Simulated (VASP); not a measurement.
Wanted: the native input for a VASP 6.6.1 run.

```yaml
Task: relaxation of cell and atoms
Functional: PBEsol
Potentials_or_basis: VASP PAW PBE potentials, release 64 (Pb_d)
Cutoff: 600 eV
k_mesh: 9 × 9 × 5
Occupations: fermi-dirac, width 0.05 eV
Spin: no spin polarisation
Target_pressure: 30 GPa
Dipole_correction: no
Further_INCAR_settings: ALGO = Normal; EDIFF = 1e-06; IBRION = 2; EDIFFG = -0.02; NSW = 80; ISIF = 3
```

The structure of Pb lies in POSCAR:

```
Pb
1.0
    3.4800000000      0.0000000000      0.0000000000
   -1.7400000000      3.0137684052      0.0000000000
    0.0000000000      0.0000000000      5.5900000000
Pb
2
Direct
    0.6666666667      0.3333333333      0.7500000000
    0.3333333333      0.6666666667      0.2500000000
```

One way to write it, as run:

INCAR

```
SYSTEM = Pb
ALGO = Normal
EDIFF = 1E-6
EDIFFG = -0.02
ENCUT = 600
GGA = PS
IBRION = 2
ISIF = 3
ISMEAR = -1
LASPH = .TRUE.
LCHARG = .FALSE.
LREAL = .FALSE.
LWAVE = .FALSE.
NELM = 80
NSW = 80
PREC = Accurate
PSTRESS = 300.0
SIGMA = 0.05
```

KPOINTS

```
k-points
0
G
  9 9 5
  0 0 0
```

Potentials or basis: VASP PAW PBE potentials, release 64 (Pb_d).

The run is started by

```bash
$ cat potpaw_PBE.64/Pb_d/POTCAR > POTCAR
$ mpirun -np 1 vasp_std > vasp.out
```

It gave:

```json
{
  "Relaxed volume": "22.09 Å³/atom",
  "Relaxed cell": "a = 3.123 Å, b = 3.123 Å, c = 5.233 Å, α = 90.00°, β = 90.00°, γ = 120.00°",
  "Space group after relaxing (to 0.05 Å)": "P6_3/mmc (No. 194)",
  "Energy change on relaxing (the enthalpy is what falls)": "+529.0 meV/atom",
  "Ionic steps": "11",
  "Pressure after relaxing": "30.0 GPa",
  "Band gap on the k mesh": "zero (band 14 reaches 19.18 eV, above the bottom of band 15 at 8.43 eV)"
}
```

Caveat: the cell is relaxed towards a set pressure, so the enthalpy falls and the energy may rise; the volume moved by over 15 % at a fixed basis, so the end points are rough; the PAW data sets were made with another functional, which shifts forces and pressure a little; spin-orbit coupling is left out, which moves the levels of the heavy elements.

Wall time 2 min on 1 thread of Intel(R) Xeon(R) 6975P-C (Granite Rapids) (shared host), peak memory 0.21 GiB.
